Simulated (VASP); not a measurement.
# Mg3MoN4 (Pmn2_1) in VASP: settings compared

The runs below take Mg3MoN4 through electric field gradients, with PBE, r2SCAN.

Everything below comes from runs of VASP 6.6.1. Logs are shortened: lines on timing, memory, paths and dates and some standing lists are left out, and cuts for length are marked.

## (1) The cell of the first run

Symmetry: Pmn2_1, No. 31, orthorhombic system. Conventional cell: a = 6.727 Å, b = 5.815 Å, c = 5.235 Å, α = 90.00°, β = 90.00°, γ = 90.00°. Mg (site symmetry 1) has 4 N at 2.06 to 2.10 Å within 2.7 Å. Within 2.8 Å of Mg (site symmetry m) lie 4 N at 2.08 to 2.11 Å. Within 2.4 Å of Mo (site symmetry m) lie 4 N at 1.84 to 1.87 Å. Within 2.5 Å of N (site symmetry m) lie 1 Mo at 1.86 Å and 3 Mg at 2.09 to 2.11 Å. Within 2.4 Å of N (site symmetry m) lie 1 Mo at 1.84 Å and 3 Mg at 2.06 to 2.08 Å. Within 2.5 Å of N (site symmetry 1) lie 1 Mo at 1.87 Å and 3 Mg at 2.08 to 2.10 Å.

## (2) Electric field gradients, PBE

INCAR

```
SYSTEM = Mg3MoN4
PREC = Accurate ; ENCUT = 520
EDIFF = 1E-8 ; ISMEAR = -1
SIGMA = 0.02 ; LREAL = Auto
LASPH = .TRUE. ; NELM = 100
ALGO = Normal ; ISIF = 2
LWAVE = .FALSE. ; LCHARG = .FALSE.
GGA = PE ; LEFG = .TRUE.
NBANDS = 54
```

KPOINTS

```
Automatic mesh
0
G
  4 5 6
  0 0 0
```

POSCAR

```
Mg3MoN4
1.0
    6.7267518100      0.0000000000      0.0000000000
    0.0000000000      5.8148497900      0.0000000000
    0.0000000000      0.0000000000      5.2351251100
Mg Mo N
6 2 8
Direct
    0.2522327400      0.1687886800      0.8570723200
    0.7477672600      0.1687886800      0.8570723200
    0.2477672600      0.8312113200      0.3570723200
    0.7522327400      0.8312113200      0.3570723200
    0.0000000000      0.6612315300      0.8589044500
    0.5000000000      0.3387684700      0.3589044500
    0.0000000000      0.3292768100      0.3495152100
    0.5000000000      0.6707231900      0.8495152100
    0.0000000000      0.6348702200      0.4560870800
    0.5000000000      0.3651297800      0.9560870800
    0.0000000000      0.3265138700      0.9975724100
    0.5000000000      0.6734861300      0.4975724100
    0.7694645500      0.1774504400      0.4566981000
    0.2305354500      0.1774504400      0.4566981000
    0.7305354500      0.8225495600      0.9566981000
    0.2694645500      0.8225495600      0.9566981000
```

Potentials or basis: VASP PAW PBE potentials, release 64 (Mg, Mo_sv, N).

The run is started by

```sh
$ cat potpaw_PBE.64/Mg/POTCAR potpaw_PBE.64/Mo_sv/POTCAR potpaw_PBE.64/N/POTCAR > POTCAR
$ mpirun -np 1 vasp_std > vasp.out
```

OUTCAR:

```text
SYSTEM = Mg3MoN4
   PREC = Accurate
   ENCUT = 520
   EDIFF = 1E-8
   ISMEAR = -1
   LREAL = Auto
   LASPH = .TRUE.
   NELM = 100
   ISIF = 2
   GGA = PE

 ion  position               nearest neighbor table
   1  0.252  0.169  0.857-  11 2.06  16 2.08  10 2.09  14 2.10   7 3.22   6 3.25   6 3.26   3 3.27
                             3 3.27   7 3.29   5 3.33   2 3.33   8 3.34   8 3.36   2 3.39   5 3.40
   2  0.748  0.169  0.857-  11 2.06  15 2.08  10 2.09  13 2.10   7 3.22   6 3.25   6 3.26   4 3.27
                             4 3.27   7 3.29   5 3.33   1 3.33   8 3.34   8 3.36   1 3.39   5 3.40
   3  0.248  0.831  0.357-  12 2.06  14 2.08   9 2.09  16 2.10   8 3.22   5 3.25   5 3.26   1 3.27
                             1 3.27   8 3.29   6 3.33   4 3.33   7 3.34   7 3.36   4 3.39   6 3.40
   4  0.752  0.831  0.357-  12 2.06  13 2.08   9 2.09  15 2.10   8 3.22   5 3.25   5 3.26   2 3.27
                             2 3.27   8 3.29   6 3.33   3 3.33   7 3.34   7 3.36   3 3.39   6 3.40
   5  0.000  0.661  0.859-  11 2.08  15 2.10  16 2.10   9 2.11   7 3.21   4 3.25   3 3.25   3 3.26
                             4 3.26   7 3.29   1 3.33   2 3.33   8 3.36   8 3.36   1 3.40   2 3.40
   6  0.500  0.339  0.359-  12 2.08  13 2.10  14 2.10  10 2.11   8 3.21   2 3.25   1 3.25   1 3.26
                             2 3.26   8 3.29   3 3.33   4 3.33   7 3.36   7 3.36   4 3.40   3 3.40
   7  0.000  0.329  0.350-  11 1.84   9 1.86  13 1.87  14 1.87   5 3.21   2 3.22   1 3.22   2 3.29
                             1 3.29   5 3.29   4 3.34   3 3.34   3 3.36   4 3.36   6 3.36   6 3.36
   8  0.500  0.671  0.850-  12 1.84  10 1.86  15 1.87  16 1.87   6 3.21   4 3.22   3 3.22   4 3.29
                             3 3.29   6 3.29   2 3.34   1 3.34   1 3.36   2 3.36   5 3.36   5 3.36
   9  0.000  0.635  0.456-   7 1.86   4 2.09   3 2.09   5 2.11
  10  0.500  0.365  0.956-   8 1.86   2 2.09   1 2.09   6 2.11
  11  0.000  0.327  0.998-   7 1.84   2 2.06   1 2.06   5 2.08
  12  0.500  0.673  0.498-   8 1.84   4 2.06   3 2.06   6 2.08
  13  0.769  0.177  0.457-   7 1.87   4 2.08   2 2.10   6 2.10
  14  0.231  0.177  0.457-   7 1.87   3 2.08   1 2.10   6 2.10
  15  0.731  0.823  0.957-   8 1.87   2 2.08   4 2.10   5 2.10
  16  0.269  0.823  0.957-   8 1.87   1 2.08   3 2.10   5 2.10

  LATTYP: Found a simple orthorhombic cell.
 ALAT       =     5.2351251100
 B/A-ratio  =     1.1107375025
 C/A-ratio  =     1.2849266577

  Lattice vectors:

 A1 = (   0.0000000000,   0.0000000000,  -5.2351251100)
 A2 = (   0.0000000000,   5.8148497900,   0.0000000000)
 A3 = (   6.7267518100,   0.0000000000,   0.0000000000)

Analysis of symmetry for initial positions (statically):
=====================================================================
 Subroutine PRICEL returns:
 Original cell was already a primitive cell.

 Routine SETGRP: Setting up the symmetry group for a
[... 1535 lines left out ...]
  in kB       27.4497481     28.3705219     29.2991927      0.0000000      0.0000000      0.0000000
  external PRESSURE =      28.3731542 kB  Pullay stress =       0.0000000 kB

 VOLUME and BASIS-vectors are now :
 -----------------------------------------------------------------------------
  energy-cutoff  :      520.00
  volume of cell :      204.77
      direct lattice vectors                 reciprocal lattice vectors
     6.726751810  0.000000000  0.000000000     0.148660160  0.000000000  0.000000000
     0.000000000  5.814849790  0.000000000     0.000000000  0.171973488  0.000000000
     0.000000000  0.000000000  5.235125110     0.000000000  0.000000000  0.191017402

 POSITION                                       TOTAL-FORCE (eV/Angst)
 -----------------------------------------------------------------------------------
      1.69671      0.98148      4.48688         0.011310      0.014913      0.038633
      5.03004      0.98148      4.48688        -0.011310      0.014913      0.038633
      1.66667      4.83337      1.86932        -0.011310     -0.014913      0.038633
      5.06008      4.83337      1.86932         0.011310     -0.014913      0.038633
      0.00000      3.84496      4.49647         0.000000      0.005383     -0.004013
      3.36338      1.96989      1.87891         0.000000     -0.005383     -0.004013
[... 8 lines left out ...]
      4.91413      4.78300      5.00843         0.186201      0.104829      0.038194
      1.81262      4.78300      5.00843        -0.186201      0.104829      0.038194
 -----------------------------------------------------------------------------------
    total drift:                                0.000000     -0.000000     -0.002175

  FREE ENERGIE OF THE ION-ELECTRON SYSTEM (eV)
  ---------------------------------------------------
  free  energy   TOTEN  =      -111.0707393490 eV

  energy  without entropy=     -111.0707393490  energy(sigma->0) =     -111.07073935

 Electric field gradients (V/A^2)
---------------------------------------------------------------------
 ion       V_xx      V_yy      V_zz      V_xy      V_xz      V_yz
---------------------------------------------------------------------
   1      -0.190    -4.167     4.357     0.031     0.518    -0.787
   2      -0.190    -4.167     4.357    -0.031    -0.518    -0.787
   3      -0.190    -4.167     4.357     0.031    -0.518     0.787
   4      -0.190    -4.167     4.357    -0.031     0.518     0.787
   5      -5.175     0.960     4.215     0.000    -0.000     1.543
   6      -5.175     0.960     4.215    -0.000    -0.000    -1.543
[... 8 lines left out ...]
  15       0.951    -2.128     1.176    -2.391    -2.018    -0.964
  16       0.951    -2.128     1.176     2.391     2.018    -0.964
---------------------------------------------------------------------

 Electric field gradients after diagonalization (V/A^2)
 (convention: |V_zz| > |V_xx| > |V_yy|)
----------------------------------------------------------------------
 ion       V_xx      V_yy      V_zz     asymmetry (V_yy - V_xx)/ V_zz
----------------------------------------------------------------------
   1      -4.240    -0.245     4.486       0.891
   2      -4.240    -0.245     4.486       0.891
   3      -4.240    -0.245     4.486       0.891
   4      -4.240    -0.245     4.486       0.891
   5       4.830     0.345    -5.175       0.867
   6       4.830     0.345    -5.175       0.867
[... 8 lines left out ...]
  15       3.303     0.786    -4.089       0.615
  16       3.303     0.786    -4.089       0.615
----------------------------------------------------------------------

           NMR quadrupolar parameters

 Cq : quadrupolar parameter    Cq=e*Q*V_zz/h
 eta: asymmetry parameters     (V_yy - V_xx)/ V_zz
 Q  : nuclear electric quadrupole moment in mb (millibarn)
----------------------------------------------------------------------
 ion       Cq(MHz)       eta       Q (mb)
----------------------------------------------------------------------
   1       0.011       0.891       1.000
   2       0.011       0.891       1.000
   3       0.011       0.891       1.000
   4       0.011       0.891       1.000
   5      -0.013       0.867       1.000
   6      -0.013       0.867       1.000
[... 8 lines left out ...]
  15      -0.010       0.615       1.000
  16      -0.010       0.615       1.000
----------------------------------------------------------------------
```

stdout:

```text
POSCAR found type information on POSCAR MgMoN
 POSCAR found :  3 types and      16 ions
 scaLAPACK will be used
 LDA part: xc-table for (Slater+PW92), standard interpolation
 POSCAR, INCAR and KPOINTS ok, starting setup
 FFT: planning ... GRIDC
 FFT: planning ... GRID_SOFT
 FFT: planning ... GRID
 WAVECAR not read
 entering main loop
ion   1
     0.0000337    -0.0230619     0.0626398    -0.2431185    -0.0599996    -0.1057783
     0.0000464    -0.0230619     0.0626398    -0.2431185    -0.0599996    -0.1057783
     0.0000638    -0.0230619     0.0626398    -0.2431185    -0.0599996    -0.1057783
     0.0000879    -0.0230619     0.0626398    -0.2431185    -0.0599996    -0.1057783

     0.0000337    -0.0951987     0.7021441    -3.4719038    -0.5097903    -1.6761878
     0.0000464    -0.0951986     0.7021436    -3.4719015    -0.5097899    -1.6761867
     0.0000638    -0.0951985     0.7021429    -3.4718976    -0.5097894    -1.6761848
     0.0000879    -0.0951984     0.7021416    -3.4718912    -0.5097884    -1.6761817
[... 83 lines left out ...]
ion  16
     0.0000281    -2.5255505     0.9632914    -1.3596274    -1.9283585     0.1822945
     0.0000381    -2.5255504     0.9632914    -1.3596274    -1.9283585     0.1822945
     0.0000517    -2.5255504     0.9632913    -1.3596274    -1.9283585     0.1822945
     0.0000701    -2.5255504     0.9632913    -1.3596274    -1.9283584     0.1822945

     0.0000281    -4.3495732     1.6647073    -2.1725059    -3.3457764    -0.2502911
     0.0000381    -4.3495729     1.6647071    -2.1725057    -3.3457761    -0.2502910
     0.0000517    -4.3495723     1.6647069    -2.1725055    -3.3457757    -0.2502908
     0.0000701    -4.3495714     1.6647066    -2.1725051    -3.3457750    -0.2502906
```

Wall time 8.8 min (1 thread of Intel Xeon Platinum 8488C (Sapphire Rapids), shared host); peak memory 0.44 GiB.

What came out:

```yaml
Free_energy: -111.0707 eV
Pressure: 2.8 GPa
Largest_force: 0.256 eV/Å
Band_gap_on_the_k_mesh: 3.12 eV (least direct gap 3.18 eV)
Largest_electric_field_gradient_by_atom: Mg +4.5, -5.2 (each value once); Mo +37.1; N +5.4, +3.8, -4.1 (each value once) V/Å²
```

Forces in eV/Å, atoms in the order of the input:
```
Mg   0.011  0.015  0.039
Mg  -0.011  0.015  0.039
Mg  -0.011 -0.015  0.039
Mg   0.011 -0.015  0.039
Mg   0.000  0.005 -0.004
Mg   0.000 -0.005 -0.004
Mo   0.000 -0.008  0.060
Mo   0.000  0.008  0.060
N    0.000  0.233  0.046
N    0.000 -0.233  0.046
N    0.000 -0.009 -0.256
N    0.000  0.009 -0.256
N   -0.186 -0.105  0.038
N    0.186 -0.105  0.038
N    0.186  0.105  0.038
N   -0.186  0.105  0.038
```

Electric field gradients, principal values (V/Å²):
```tsv
atom	least	middle	greatest (by size)
1 Mg	-0.245	-4.240	4.486
2 Mg	-0.245	-4.240	4.486
3 Mg	-0.245	-4.240	4.486
4 Mg	-0.245	-4.240	4.486
5 Mg	0.345	4.830	-5.175
6 Mg	0.345	4.830	-5.175
7 Mo	-13.872	-23.211	37.083
8 Mo	-13.872	-23.211	37.083
9 N	-2.174	-3.258	5.432
10 N	-2.174	-3.258	5.432
11 N	-1.558	-2.287	3.846
12 N	-1.558	-2.287	3.846
13 N	0.786	3.303	-4.089
14 N	0.786	3.303	-4.089
15 N	0.786	3.303	-4.089
16 N	0.786	3.303	-4.089
```

Caveat: without QUAD_EFG the Cq values of the log hold for a quadrupole moment of 1 mb, not for the nuclei; an odd mesh through Γ misses points on the zone boundary, where band edges can lie.

(Part 1 of 2 ends here.)
